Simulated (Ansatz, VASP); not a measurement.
# One calculation of K2PdC2, two programs

```
K Pd C
1.0
     5.40310    0.00000    0.00000
    -2.70155    4.67922    0.00000
     0.00000    0.00000    4.71822
K Pd C
2 1 2
Direct
  0.66667 0.33333 0.72020
  0.33333 0.66667 0.27980
  0.00000 0.00000 0.00000
  0.00000 0.00000 0.62020
  0.00000 0.00000 0.37980
```

Alike in both runs: task single point; functional LDA; k mesh 9 × 9 × 6; occupations gaussian, width 0.05 eV; no spin polarisation.

|  | VASP | Ansatz |
| --- | --- | --- |
| version | VASP 6.6.1 | Ansatz 0.2.0 |
| potentials or method | VASP PAW LDA potentials, release 64 (K_sv, Pd, C), cutoff 520 eV | scalar-relativistic, plane waves, PAW |
| valence electrons in the cell | 36 | 44 |

```tsv
	VASP	Ansatz	Ansatz less VASP
gap on the k mesh at the Fermi level (eV)	0.95	0.96	+0.007
least direct gap on the mesh (eV)	0.96	0.97	+0.007
pressure (GPa)	13.2	13.1	-0.08
traceless stress, the component that is largest in VASP (GPa)	33.74	33.65	-0.084
rms of the force components (eV/Å)	3.917	3.811	-0.1060
```

LDA's correlation is that of Perdew and Zunger in VASP and of Perdew and Wang (1992) in Ansatz. Atom by atom the forces differ by 0.106 eV/Å (rms over components). VASP's potentials hold 36 valence electrons a cell and Ansatz's 44, so a difference there can come from the potentials and not from the codes.
